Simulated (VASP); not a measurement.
# As (Fm-3m) in VASP: further runs, part 2 of 2

VASP 6.6.1. The steps go on from the part before.

### 3 Relaxation of cell and atoms, PBEsol

This run uses another cell than the first one, of 21.59 Å³/atom.

File INCAR:

```
SYSTEM = As
PREC = Accurate ; ENCUT = 500
EDIFF = 1E-7 ; ISMEAR = 1
SIGMA = 0.1 ; LREAL = .False.
LASPH = .True. ; NELM = 120
ALGO = Normal ; ISIF = 3
LWAVE = .False. ; LCHARG = .False.
GGA = PS ; IBRION = 2
NSW = 80 ; EDIFFG = -0.02
GGA_COMPAT = .False. ; NELMIN = 4
```

File KPOINTS:

```
regular mesh
0
Gamma
  17 17 17
  0 0 0
```

File POSCAR:

```
As
1.0
    0.0000000000      2.2100000000      2.2100000000
    2.2100000000      0.0000000000      2.2100000000
    2.2100000000      2.2100000000      0.0000000000
As
1
Direct
    0.0000000000      0.0000000000      0.0000000000
```

Potentials or basis: VASP PAW PBE potentials, release 64 (As).

On the command line:

```
$ cat potpaw_PBE.64/As/POTCAR > POTCAR
$ mpirun -np 1 vasp_std > vasp.out
```

OUTCAR:

```text
SYSTEM = As
   PREC = Accurate
   ENCUT = 500
   EDIFF = 1E-7
   ISMEAR = 1
   LREAL = .False.
   LASPH = .True.
   NELM = 120
   ISIF = 3
   GGA = PS
   IBRION = 2
   NSW = 80
   EDIFFG = -0.02
   NELMIN = 4

 ion  position               nearest neighbor table
   1  0.000  0.000  0.000-

  LATTYP: Found a face centered cubic cell.
 ALAT       =     4.4200000000

  Lattice vectors:

 A1 = (   0.0000000000,   2.2100000000,   2.2100000000)
 A2 = (   2.2100000000,   0.0000000000,   2.2100000000)
 A3 = (   2.2100000000,   2.2100000000,   0.0000000000)

Analysis of symmetry for initial positions (statically):
=====================================================================
 Subroutine PRICEL returns:
 Original cell was already a primitive cell.

 Routine SETGRP: Setting up the symmetry group for a
 face centered cubic supercell.

 Subroutine GETGRP returns: Found 48 space group operations
 (whereof 48 operations were pure point group operations)
 out of a pool of 48 trial point group operations.

The static configuration has the point symmetry O_h .

Analysis of symmetry for dynamics (positions and initial velocities):
=====================================================================
 Subroutine PRICEL returns:
 Original cell was already a primitive cell.

 Routine SETGRP: Setting up the symmetry group for a
 face centered cubic supercell.

 Subroutine GETGRP returns: Found 48 space group operations
 (whereof 48 operations were pure point group operations)
 out of a pool of 48 trial point group operations.

The dynamic configuration has the point symmetry O_h .

 Subroutine INISYM returns: Found 48 space group operations
 (whereof 48 operations are pure point group operations),
 and found     1 'primitive' translations

----------------------------------------------------------------------------------------

                                     Primitive cell

  volume of cell :      21.5877

  direct lattice vectors                    reciprocal lattice vectors
     0.000000000  2.210000000  2.210000000    -0.226244344  0.226244344  0.226244344
     2.210000000  0.000000000  2.210000000     0.226244344 -0.226244344  0.226244344
     2.210000000  2.210000000  0.000000000     0.226244344  0.226244344 -0.226244344

  length of vectors
     3.125411973  3.125411973  3.125411973     0.391866699  0.391866699  0.391866699

  position of ions in fractional coordinates (direct lattice)
     0.000000000  0.000000000  0.000000000

  ion indices of the primitive-cell ions
   primitive index   ion index
                 1           1

----------------------------------------------------------------------------------------

 KPOINTS: regular mesh

Automatic generation of k-mesh.
 Grid dimensions read from file:
 generate k-points for:   17   17   17

 Generating k-lattice:

  Cartesian coordinates                     Fractional coordinates (reciprocal lattice)
    -0.013308491  0.013308491  0.013308491     0.058823529  0.000000000  0.000000000
     0.013308491 -0.013308491  0.013308491     0.000000000  0.058823529  0.000000000
     0.013308491  0.013308491 -0.013308491     0.000000000  0.000000000  0.058823529

  Length of vectors
     0.023050982  0.023050982  0.023050982

  Shift w.r.t. Gamma in fractional coordinates (k-lattice)
     0.000000000  0.000000000  0.000000000

 Subroutine IBZKPT returns following result:
 ===========================================

 Found    165 irreducible k-points:

 Following reciprocal coordinates:
            Coordinates               Weight
  0.000000  0.000000  0.000000      1.000000
  0.058824  0.000000  0.000000      8.000000
  0.117647  0.000000  0.000000      8.000000
  0.176471  0.000000  0.000000      8.000000
  0.235294  0.000000  0.000000      8.000000
  0.294118  0.000000  0.000000      8.000000
[... 16 lines left out ...]
 -0.176471  0.058824  0.000000     24.000000
 -0.117647  0.058824  0.000000     24.000000
 [... further k-points ...]
   k-points           NKPTS =    165   k-points in BZ     NKDIM =    165   number of bands    NBANDS=      6
   number of dos      NEDOS =    301   number of ions     NIONS =      1
   total plane-waves  NPLWV =  13824
   dimension x,y,z NGX =    24 NGY =   24 NGZ =   24
   dimension x,y,z NGXF=    48 NGYF=   48 NGZF=   48
   ions per type =               1
   NGX,Y,Z   is equivalent  to a cutoff of  12.77, 12.77, 12.77 a.u.
   NGXF,Y,Z  is equivalent  to a cutoff of  25.53, 25.53, 25.53 a.u.
 SYSTEM =  As
   PREC   = accura    normal or accurate (medium, high low for compatibility)
   ISTART =      0    job   : 0-new  1-cont  2-samecut
   ICHARG =      2    charge: 1-file 2-atom 10-const
   ISPIN  =      1    spin polarized calculation?
   LNONCOLLINEAR =      F non collinear calculations
   LSORBIT =      F    spin-orbit coupling
   LASPH  =      T    aspherical Exc in radial PAW
   ENCUT  =  500.0 eV  36.75 Ry    6.06 a.u.   5.70  5.70  5.70*2*pi/ulx,y,z
   NELM   =    120;   NELMIN=  4; NELMDL= -5     # of ELM steps
   EDIFF  = 0.1E-06   stopping-criterion for ELM
   LREAL  =      F    real-space projection
   EDIFFG = -.2E-01   stopping-criterion for IOM
   NSW    =     80    number of steps for IOM
   IBRION =      2    ionic relax: 0-MD 1-quasi-New 2-CG
   NFREE  =      1    steps in history (QN), initial steepest desc. (CG)
   ISIF   =      3    stress and relaxation
   ISYM   =      2    0-nonsym 1-usesym 2-fastsym
   POTIM  = 0.5000    time-step for ionic-motion
   TEBEG  =    0.0;   TEEND  =   0.0 temperature during run
   PSTRESS=    0.0 pullay stress
   NELECT =       5.0000    total number of electrons
   NUPDOWN=      -1.0000    fix difference up-down
   EMIN   =  10.00;   EMAX   =-10.00  energy-range for DOS
   EFERMI =   0.00;   METHOD = LEGACY
   ISMEAR =     1;   SIGMA  =   0.10  broadening in eV -4-tet -1-fermi 0-gaus
   EFERMI_NEDOS =   21; number of points for ismear=-14 and -15
   IALGO  =     38    algorithm
   IMIX   =      4    mixing-type and parameters
     AMIX     =   0.40;   BMIX     =  1.00
     AMIX_MAG =   1.60;   BMIX_MAG =  1.00
  volume/ion in A,a.u.               =      21.59       145.68
  Fermi-wavevector in a.u.,A,eV,Ry     =   1.005378  1.899888 13.752554  1.010784
  Thomas-Fermi vector in A             =   2.138053
   LORBIT       =      0    0 simple, 1 ext, 2 COOP (PROOUT), +10 PAW based schemes
   GGA     = PS    functional components
   LHFCALC =     F    Hartree Fock is set to
   AEXX    =    0.0000 exact exchange contribution
   IVDW    =     0    specifies the selected vdW correction
   LEPSILON=     F    determine dielectric tensor
   LRPA    =     F    only Hartree local field effects (RPA)
 conjugate gradient relaxation of ions
 non-spin polarized calculation
 Methfessel and Paxton  Order N= 1 SIGMA  =   0.10
  energy-cutoff  :      500.00
  volume of cell :       21.59
 maximum number of plane-waves:       560
   NGX = 11   NGY = 11   NGZ = 11

--------------------------------------- Ionic step        1  -------------------------------------------

 number of electron       5.0000000 magnetization

 Free energy of the ion-electron system (eV)
  ---------------------------------------------------
  ext. energy  EPLUGINS =         0.00000000
  ---------------------------------------------------
  free energy    TOTEN  =        -4.51088950 eV

  energy without entropy =       -4.51058183  energy(sigma->0) =       -4.51078694

------------------------ aborting loop because EDIFF is reached ----------------------------------------

  FORCE on cell =-STRESS in cart. coord.  units (eV):
  Direction    XX          YY          ZZ          XY          YZ          ZX
  --------------------------------------------------------------------------------------
  -------------------------------------------------------------------------------------
  Total       -1.3681286     -1.3681286     -1.3681286      0.0000000     -0.0000000      0.0000000
  in kB     -101.5384897   -101.5384897   -101.5384897      0.0000000     -0.0000000      0.0000000
  external PRESSURE =    -101.5384897 kB  Pullay stress =       0.0000000 kB
[... 57 lines left out ...]
--------------------------------------- Ionic step        3  -------------------------------------------

 number of electron       4.9999999 magnetization

 Free energy of the ion-electron system (eV)
  ---------------------------------------------------
  ext. energy  EPLUGINS =         0.00000000
  ---------------------------------------------------
  free energy    TOTEN  =        -4.62433611 eV

  energy without entropy =       -4.62442422  energy(sigma->0) =       -4.62436548

 E-fermi :   6.8103     XC(G=0): -10.9993

 val. band max:        6.8091563570   @ k =   0.4706   0.2353   0.1176
 cond. band min:       6.8139999620   @ k =  -0.3529   0.1765   0.0000
 fundamental gap:      0.0048436050
 Fermi energy:         6.8102534228

 k-point     1 :       0.0000    0.0000    0.0000
  band No.  band energies     occupation
      1      -8.6671      2.00000
      2      12.7638      0.00000
      3      12.7638      0.00000
      4      12.7638      0.00000
      5      19.2353      0.00000
      6      19.2353      0.00000
[... 199 lines left out ...]
 k-point    24 :      -0.1176    0.0588    0.0000
  band No.  band energies     occupation
      1      -8.1390      2.00000
      2       9.6783      0.00000
      3      11.3299      0.00000
      4      12.6545      0.00000
      5      18.2267      0.00000
      6      19.7767      0.00000

 [... further k-points ...]
[... 5 lines left out ...]
  --------------------------------------------------------------------------------------
  -------------------------------------------------------------------------------------
  Total       -0.0041401     -0.0041401     -0.0041401      0.0000000      0.0000000      0.0000000
  in kB       -0.3587869     -0.3587869     -0.3587869      0.0000000      0.0000000      0.0000000
  external PRESSURE =      -0.3587869 kB  Pullay stress =       0.0000000 kB
[... 16 lines left out ...]
  FREE ENERGIE OF THE ION-ELECTRON SYSTEM (eV)
  ---------------------------------------------------
  free  energy   TOTEN  =        -4.6243361075 eV

  energy  without entropy=       -4.6244242162  energy(sigma->0) =       -4.62436548

 reached required accuracy - stopping structural energy minimisation
```

Wall time 12 s (1 thread of Intel Xeon 6975P-C (Granite Rapids), shared host); peak memory 0.15 GiB.

Results:

| Item | Value |
| --- | --- |
| Free energy | -4.6243 eV |
| Relaxed volume | 18.49 Å³/atom |
| Relaxed cell | a = 2.968 Å, b = 2.968 Å, c = 2.968 Å, α = 60.00°, β = 60.00°, γ = 60.00° |
| Space group after relaxing (to 0.1 Å) | Fm-3m (No. 225) |
| Energy gained by relaxing | 113.4 meV/atom |
| Ionic steps | 3 |
| Pressure after relaxing | 0.0 GPa |
| Band gap on the k mesh | zero (an odd number of electrons rules out a gap without spin polarisation) |

Step by step:
| step | energy change (eV) | largest force (eV/Å) | pressure (GPa) | volume (Å³) |
| --- | --- | --- | --- | --- |
| 1 | 0.0000 | 0.0000 | -10.15 | 21.59 |
| 2 | -0.0994 | 0.0000 | 5.25 | 17.59 |
| 3 | -0.1134 | 0.0000 | -0.04 | 18.49 |

Final structure:
```xyz
1
Lattice="0.0000 2.0987 2.0987 2.0987 0.0000 2.0987 2.0987 2.0987 0.0000" Properties=species:S:1:pos:R:3 pbc="T T T"
As    0.0000    0.0000    0.0000
```

Caveat: the PAW data sets were made with another functional, which shifts forces and pressure a little.
